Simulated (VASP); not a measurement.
**TiO2: single point with r2SCAN**

The system is TiO2.

```
Ti O
1.0
    -1.96445    1.96445    4.56637
     1.96445   -1.96445    4.56637
     1.96445    1.96445   -4.56637
Ti O
2 4
Direct
  0.75000 0.25000 0.50000
  0.00000 0.00000 0.00000
  0.53698 0.03698 0.50000
  0.78698 0.78698 0.00000
  0.21302 0.21302 0.00000
  0.96302 0.46302 0.50000
```

This cell differs from its parent crystal: epitaxial xy strain +4.0%.

```json
{"Program": "VASP 6.6.1", "Task": "single point", "Functional": "r2SCAN", "Potentials or basis": "VASP PAW PBE potentials, release 64 (Ti_sv, O)", "Cutoff": "520 eV", "k mesh": "10 × 10 × 10", "Occupations": "gaussian, width 0.01 eV", "Spin": "no spin polarisation", "Dipole correction": "no", "Further INCAR settings": "ALGO = Normal; EDIFF = 1e-06; NBANDS = 33"}
```

```json
{
  "Pressure": "-6.9 GPa",
  "Largest force": "0.057 eV/Å",
  "Band gap on the k mesh": "2.27 eV (least direct gap 2.70 eV)"
}
```

Forces on the atoms (eV/Å):
```
Ti   0.000  0.000  0.000
Ti   0.000  0.000  0.000
O    0.000  0.000 -0.057
O    0.000  0.000 -0.057
O    0.000  0.000  0.057
O    0.000  0.000  0.057
```

Stress tensor (GPa, compression positive):
```
-11.04   0.00   0.00
  0.00 -11.04   0.00
  0.00   0.00   1.35
```

Levels at points of the mesh, in eV from the valence-band top:
| k point | band 22 | band 23 | band 24 | band 25 | band 26 | band 27 |
| --- | --- | --- | --- | --- | --- | --- |
| (0.00, 0.00, 0.00) | -0.60 | -0.52 | -0.52 | 2.27 | 3.16 | 3.94 |
| (0.50, 0.00, 0.00) | -0.91 | -0.90 | -0.53 | 3.38 | 3.57 | 3.79 |
| (0.50, 0.50, 0.00) | -1.97 | 0.00 | 0.00 | 3.70 | 3.70 | 4.09 |
| (0.50, 0.50, 0.50) | -1.24 | -0.27 | -0.27 | 2.70 | 2.70 | 4.01 |

Run time: 27 min on 1 thread of Oxide Virtual Turin-like Processor, on a shared host, peak memory 0.34 GiB.

Caveat: the cell differs from its parent crystal (epitaxial xy strain +4.0%); the stress differs along the axes, from -11 to 1 GPa; the PAW data sets were made with another functional, which shifts forces and pressure a little. A k mesh can miss the band edges.
